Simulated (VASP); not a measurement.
Here is a VASP 6.6.1 calculation.

File INCAR:

```
PREC = Accurate
ENCUT = 500
EDIFF = 1E-6
ISMEAR = 0
SIGMA = 0.1
LREAL = F
LASPH = T
NELM = 120
ALGO = Normal
ISIF = 2
LWAVE = F
LCHARG = T
GGA = PE
LELF = T
LVHAR = T
ISYM = 0
NBANDS = 22
GGA_COMPAT = F
```

File KPOINTS:

```
Automatic mesh
0
Gamma
  9 7 25
```

POSCAR

```
Rh
1.0
    3.8679403862      0.0000000110     -0.0001804878
    0.0000000155      5.4700937182      0.0006638721
   -1.9340326301      1.3676858258      1.3465615330
Rh
2
Direct
    0.0000000000      0.5000000000      0.0000000000
    0.0000000000      0.0000000000      0.0000000000
```

Potentials or basis: VASP PAW PBE potentials, release 64 (Rh_pv).

Launch:

```sh
$ cat potpaw_PBE.64/Rh_pv/POTCAR > POTCAR
$ mpirun -np 1 vasp_std > vasp.out
```

Q: Predict the band gap on the k mesh.

A: Zero (bands 15 and 16 overlap by 1.98 eV).

Q: Estimate the pressure.

A: -3.2 GPa.

Stress tensor (GPa, compression positive):
```
-4.41  0.06  0.00
 0.06 -5.31  0.00
 0.00  0.00  0.10
```

Caveat: the stress differs along the axes, from -5 to 0 GPa.
